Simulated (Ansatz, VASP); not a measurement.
# SiS2: VASP beside Ansatz

```xyz
6
Lattice="-2.7434 4.8181 2.7617 2.7434 -4.8181 2.7617 2.7434 4.8181 -2.7617" Properties=species:S:1:pos:R:3 pbc="T T T"
Si    0.0000    0.0000    4.1425
Si    0.0000    0.0000    1.3808
S     1.1644    1.1349    0.0000
S     1.5790    3.6831    2.7617
S     1.5790    5.9530    0.0000
S     1.1644   -1.1349    2.7617
```

Alike in both runs: task single point; functional PBE; k mesh 6 × 6 × 6; occupations fermi-dirac, width 0.02 eV; no spin polarisation.

|  | VASP | Ansatz |
| --- | --- | --- |
| version | VASP 6.6.1 | Ansatz 0.2.0 |
| potentials or method | VASP PAW PBE potentials, release 64 (Si, S) | plane waves, PAW |
| plane-wave cutoff (eV) | 500 | 420 |
| valence electrons in the cell | 32 | 32 |

Ansatz gave:

| Property | Result |
| --- | --- |
| gap on the k mesh at the Fermi level (eV) | 2.78 |
| pressure (GPa) | 2.4 |
| traceless stress, the component that is largest in VASP (GPa) | 0.15 |
| rms of the force components (eV/Å) | 0.102 |

Question: What did VASP give for the same quantities?

Answer: gap on the k mesh at the Fermi level (eV): 2.80; pressure (GPa): 2.2; traceless stress, the component that is largest in VASP (GPa): 0.09; rms of the force components (eV/Å): 0.079.

Atom by atom the forces differ by 0.023 eV/Å (rms over components).
